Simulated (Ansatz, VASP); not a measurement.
## Rb: VASP beside Ansatz

```
CELL_PARAMETERS angstrom
0.00000 3.30368 3.30368
3.30368 0.00000 3.30368
3.30368 3.30368 0.00000
ATOMIC_POSITIONS crystal
Rb 0.00000 0.00000 0.00000
```

Alike in both runs: task single point; functional LDA; k mesh 9 × 9 × 9; occupations fermi-dirac, width 0.1 eV; no spin polarisation.

|  | VASP | Ansatz |
| --- | --- | --- |
| version | VASP 6.6.1 | Ansatz 0.2.0 |
| potentials or method | VASP PAW LDA potentials, release 64 (Rb_sv), cutoff 520 eV | plane waves (420 eV) with PAW, scalar-relativistic |
| valence electrons in the cell | 9 | 9 |

```csv
,VASP,Ansatz,Ansatz less VASP
pressure (GPa),0.3,0.3,0.00
```

Ansatz warns that its potentials were made for another functional, while VASP's fit it. LDA's correlation is that of Perdew and Zunger in VASP and of Perdew and Wang (1992) in Ansatz.
